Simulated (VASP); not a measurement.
Wanted: the native input for a VASP 6.6.1 run.

* Task: relaxation of cell and atoms
* Functional: r2SCAN
* Dispersion: rVV10
* Potentials or basis: VASP PAW PBE potentials, release 64 (Zn, O)
* Cutoff: 600 eV
* k mesh: 9 × 9 × 6
* Occupations: gaussian, width 0.02 eV
* Spin: no spin polarisation
* Dipole correction: no
* Further INCAR settings: ALGO = Normal; EDIFF = 1e-06; IBRION = 2; EDIFFG = -0.002; NSW = 100; ISIF = 3

The system is ZnO.

```xyz
4
Lattice="3.2494 0.0000 0.0000 -1.6247 2.8141 0.0000 0.0000 0.0000 5.2038" Properties=species:S:1:pos:R:3 pbc="T T T"
Zn    0.0000    1.8760    0.0000
Zn    1.6247    0.9380    2.6019
O     0.0000    1.8760    1.9931
O     1.6247    0.9380    4.5950
```

The input as run:

POSCAR

```
ZnO
1.0
    3.2494000000      0.0000000000      0.0000000000
   -1.6247000000      2.8140629500      0.0000000000
    0.0000000000      0.0000000000      5.2038000000
Zn O
2 2
Direct
    0.3333333300      0.6666666700      0.0000000000
    0.6666666700      0.3333333300      0.5000000000
    0.3333333300      0.6666666700      0.3830000000
    0.6666666700      0.3333333300      0.8830000000
```

INCAR.step1

```
SYSTEM = ZnO
PREC = Accurate
ENCUT = 600
ISMEAR = 0
SIGMA = 0.02
LREAL = .FALSE.
LASPH = .TRUE.
NELM = 80
GGA = PE
ALGO = Normal
EDIFF = 1E-4
LWAVE = .TRUE.
LCHARG = .FALSE.
```

INCAR.step2

```
SYSTEM = ZnO
PREC = Accurate
ENCUT = 600
EDIFF = 1E-6
ISMEAR = 0
SIGMA = 0.02
LREAL = .FALSE.
LASPH = .TRUE.
NELM = 80
ALGO = Normal
ISIF = 3
LWAVE = .FALSE.
LCHARG = .FALSE.
METAGGA = R2SCAN
LMIXTAU = .TRUE.
LUSE_VDW = .TRUE.
IVDW_NL = 2
BPARAM = 11.95
CPARAM = 0.0093
IBRION = 2
NSW = 100
EDIFFG = -0.002
ISTART = 1
```

KPOINTS

```
regular mesh
0
G
  9 9 6
  0 0 0
```

Potentials or basis: VASP PAW PBE potentials, release 64 (Zn, O).

Launch:

```bash
$ cat potpaw_PBE.64/Zn/POTCAR potpaw_PBE.64/O/POTCAR > POTCAR
$ cp INCAR.step1 INCAR
$ mpirun -np 1 vasp_std > vasp.out
$ cp INCAR.step2 INCAR
$ mpirun -np 1 vasp_std > vasp.out
```

Results of the run:

```
Relaxed volume                        : 11.77 Å³/atom
Relaxed cell                          : a = 3.228 Å, b = 3.228 Å, c = 5.216 Å, α = 90.00°, β = 90.00°, γ = 120.00°
Space group after relaxing (to 0.1 Å) : P6_3mc (No. 186)
Energy gained by relaxing             : 1.1 meV/atom
Ionic steps                           : 16
Pressure after relaxing               : 0.0 GPa
Band gap on the k mesh                : 1.18 eV
```

Caveat: the PAW data sets were made with another functional, which shifts forces and pressure a little.

Run time: 26 min on 1 thread of Intel(R) Xeon(R) 6975P-C (Granite Rapids), with other jobs on the host, peak memory 0.35 GiB.
